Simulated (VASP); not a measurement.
A run of VASP 6.6.1:

INCAR

```
SYSTEM = Al
PREC = Accurate
ENCUT = 600
EDIFF = 1E-7
ISMEAR = -1
SIGMA = 0.15
LREAL = .False.
LASPH = .True.
NELM = 60
ALGO = Fast
ISIF = 3
LWAVE = .False.
LCHARG = .False.
GGA = CA
IBRION = 2
NSW = 80
EDIFFG = -0.001
```

The input KPOINTS:

```
regular mesh
0
Gamma
  16 16 16
  0 0 0
```

Contents of POSCAR:

```
Al
1.0
    0.0000000000      1.9898158432      1.9898158432
    1.9898158432      0.0000000000      1.9898158432
    1.9898158432      1.9898158432      0.0000000000
Al
1
Direct
    0.0000000000      0.0000000000      0.0000000000
```

Potentials or basis: VASP PAW LDA potentials, release 64 (Al).

Command:

```sh
$ cat potpaw_LDA.64/Al/POTCAR > POTCAR
$ mpirun -np 1 vasp_std > vasp.out
```

Hardware: 1 thread of Intel(R) Xeon(R) 6975P-C (Granite Rapids), with other jobs on the host.

Question: How long does it take, and how much memory?

Answer: Run time: 8 s on 1 thread of Intel(R) Xeon(R) 6975P-C (Granite Rapids), on a shared host, peak memory 0.13 GiB. Counts: scf iterations 19, k points 145, ion steps 3.
